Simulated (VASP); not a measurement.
Wanted: the native input for a VASP 6.6.1 run.

| Item | Value |
| --- | --- |
| Task | relaxation of cell and atoms |
| Functional | PBE |
| Potentials or basis | VASP PAW PBE potentials, release 64 (B) |
| Cutoff | 600 eV |
| k mesh | 9 × 9 × 2 |
| Occupations | gaussian, width 0.1 eV |
| Spin | no spin polarisation |
| Dipole correction | no |
| Further INCAR settings | ALGO = Normal; EDIFF = 1e-06; IBRION = 2; EDIFFG = -0.04; NSW = 90; ISIF = 3 |

The structure of B lies in POSCAR:

```
B
1.0
    2.6043386008      0.0000000000      0.0000000000
   -1.3021693003      2.2554233883      0.0000000000
    0.0000000000      0.0000000000      8.5056926075
B
8
Direct
    0.0000000000      0.0000000000      0.0937500000
    0.0000000000      0.0000000000      0.5937500000
    0.0000000000      0.0000000000      0.4062500000
    0.0000000000      0.0000000000      0.9062500000
    0.3333333333      0.6666666667      0.1562500000
    0.6666666667      0.3333333333      0.6562500000
    0.3333333333      0.6666666667      0.3437500000
    0.6666666667      0.3333333333      0.8437500000
```

One way to write it, as run:

INCAR

```
SYSTEM = B
PREC     = Accurate       ! precision mode
ENCUT    = 600            ! plane-wave cutoff, eV
EDIFF    = 1E-6           ! SCF threshold, eV
ISMEAR   = 0              ! smearing method
SIGMA    = 0.1            ! smearing width, eV
LREAL    = .FALSE.        ! projectors in reciprocal space
LASPH    = .TRUE.         ! aspherical terms in the spheres
NELM     = 60             ! most SCF steps
ALGO     = Normal         ! electronic algorithm
ISIF     = 3              ! what is computed and relaxed
LWAVE    = .FALSE.        ! write WAVECAR
LCHARG   = .FALSE.        ! write CHGCAR
GGA      = PE             ! functional
IBRION   = 2              ! ionic algorithm
NSW      = 90             ! ionic steps
EDIFFG   = -0.04          ! ionic threshold
```

KPOINTS

```
regular mesh
0
G
  9 9 2
  0 0 0
```

Potentials or basis: VASP PAW PBE potentials, release 64 (B).

Command:

```bash
$ cat potpaw_PBE.64/B/POTCAR > POTCAR
$ mpirun -np 1 vasp_std > vasp.out
```

Results of the run:

| Property | Result |
| --- | --- |
| Relaxed volume | 7.91 Å³/atom |
| Relaxed cell | a = 2.989 Å, b = 2.989 Å, c = 8.176 Å, α = 90.00°, β = 90.00°, γ = 120.00° |
| Space group after relaxing (to 0.05 Å) | P6_3/mmc (No. 194) |
| Energy gained by relaxing | 572.5 meV/atom |
| Ionic steps | 23 |
| Pressure after relaxing | 0.4 GPa |
| Largest force after relaxing | 0.012 eV/Å |
| Band gap on the k mesh | zero (band 12 reaches 6.86 eV, above the bottom of band 13 at 2.91 eV) |

Caveat: the k points lie up to 0.38 Å⁻¹ apart in the final cell; the volume moved by over 15 % at a fixed basis, so the end points are rough.

It took 14 min on 1 thread of AMD EPYC 7R13, with other jobs on the host, peak memory 0.16 GiB.
